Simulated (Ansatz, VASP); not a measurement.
# Two plane-wave programs on MgTiF4

```
Ti Mg F
1.0
     3.60304    0.00000    0.00000
     0.00000    3.60304    0.00000
     0.00000    0.00000    5.11337
Ti Mg F
1 1 4
Direct
  0.49706 0.49721 0.99600
  0.98882 0.00197 0.49739
  0.01233 0.49629 0.25749
  0.99815 0.50168 0.74751
  0.50519 0.99941 0.74671
  0.48557 0.99931 0.25268
```

Change from the starting cell: atoms moved at random, drawn with an rms of 0.05 Å.

Alike in both runs: task single point; functional PBE; k mesh 7 × 7 × 5; occupations fermi-dirac, width 0.05 eV; no spin polarisation.

|  | VASP | Ansatz |
| --- | --- | --- |
| version | VASP 6.6.1 | Ansatz 0.2.0 |
| potentials or method | VASP PAW PBE potentials, release 64 (Ti_sv, Mg, F) | Ansatz PAW |
| plane-wave cutoff (eV) | 520 | 420 |
| valence electrons in the cell | 42 | 50 |

VASP gave:

* gap on the k mesh at the Fermi level (eV): none
* pressure (GPa): -1.4
* traceless stress, the component that is largest in VASP (GPa): 3.27
* rms of the force components (eV/Å): 0.274

Problem. What did Ansatz give for the same quantities?

Solution. gap on the k mesh at the Fermi level (eV): none; pressure (GPa): -1.0; traceless stress, the component that is largest in VASP (GPa): 3.24; rms of the force components (eV/Å): 0.260.

Atom by atom the forces differ by 0.017 eV/Å (rms over components). A gap of «none» marks a metal or a gap that the smearing closes. VASP's potentials hold 42 valence electrons a cell and Ansatz's 50, so a difference there can come from the potentials and not from the codes.
